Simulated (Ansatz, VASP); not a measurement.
## MgRe in VASP and in Ansatz

```xyz
4
Lattice="0.0000 3.1466 3.1466 3.1466 0.0000 3.1466 3.1466 3.1466 0.0000" Properties=species:S:1:pos:R:3 pbc="T T T"
Mg    1.5733    1.5733    1.5733
Mg    0.0000    0.0000    0.0000
Re    3.1466    3.1466    3.1466
Re    4.7199    4.7199    4.7199
```

Alike in both runs: task relaxation of cell and atoms; functional PBE; k mesh 10 × 10 × 10; occupations gaussian, width 0.1 eV; no spin polarisation.

|  | VASP | Ansatz |
| --- | --- | --- |
| version | VASP 6.6.1 | Ansatz 0.2.0 |
| potentials or method | VASP PAW PBE potentials, release 64 (Mg, Re), cutoff 600 eV | scalar-relativistic, plane waves, PAW |
| valence electrons in the cell | 18 | 50 |

|  | VASP | Ansatz | Ansatz less VASP |
| --- | --- | --- | --- |
| gap on the k mesh at the Fermi level, each at its own relaxed structure (eV) | none | none | - |
| relaxed volume (Å³/atom) | 15.55 | 15.59 | +0.040 |
| relaxed length of the cell vector where the two differ most in proportion (Å) | 4.448 | 4.451 | +0.0038 |

A gap of «none» marks a metal or a gap that the smearing closes. VASP's potentials hold 18 valence electrons a cell and Ansatz's 50, so a difference there can come from the potentials and not from the codes.

Spin-orbit coupling is off throughout.
